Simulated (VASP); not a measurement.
The system is Ir.

```
Ir
1.0
     2.75138    0.00000    0.00000
    -1.37569    2.38276    0.00000
     0.00000    0.00000    4.46229
Ir
2
Direct
  0.33333 0.66667 0.25000
  0.66667 0.33333 0.75000
```

| Item | Value |
| --- | --- |
| Program | VASP 6.6.1 |
| Task | relaxation of cell and atoms |
| Functional | PBE |
| Dispersion | D3(BJ) |
| Potentials or basis | VASP PAW PBE potentials, release 64 (Ir) |
| Cutoff | 600 eV |
| k mesh | 11 × 11 × 6 |
| Occupations | fermi-dirac, width 0.05 eV |
| Spin | no spin polarisation |

At the start: pressure -9.0 GPa; volume 14.63 Å³/atom.

How do energy, volume and symmetry change on relaxing?

Over 4 steps the energy falls by 10.5 meV/atom and the volume is 14.26 Å³/atom (-2.5 %); space group P6_3/mmc (No. 194, to 0.05 Å).

Step by step:
| step | energy change (eV) | largest force (eV/Å) | pressure (GPa) | volume (Å³) |
| --- | --- | --- | --- | --- |
| 1 | 0.0000 | 0.0000 | -8.95 | 29.25 |
| 2 | 0.3101 | 0.0000 | 45.18 | 25.93 |
| 3 | -0.0209 | 0.0000 | -0.42 | 28.55 |
| 4 | -0.0209 | 0.0000 | 0.09 | 28.52 |

Final structure:
```cif
data_structure
_symmetry_space_group_name_H-M 'P 1'
_symmetry_Int_Tables_number 1
_cell_length_a 2.7284
_cell_length_b 2.7284
_cell_length_c 4.4235
_cell_angle_alpha 90.000
_cell_angle_beta 90.000
_cell_angle_gamma 120.000
_cell_volume 28.52
loop_
_atom_site_label
_atom_site_type_symbol
_atom_site_fract_x
_atom_site_fract_y
_atom_site_fract_z
_atom_site_occupancy
Ir1 Ir 0.33333 0.66667 0.25000 1
Ir2 Ir 0.66667 0.33333 0.75000 1
```

Caveat: pairwise dispersion overbinds metals, which lowers pressure and volume.
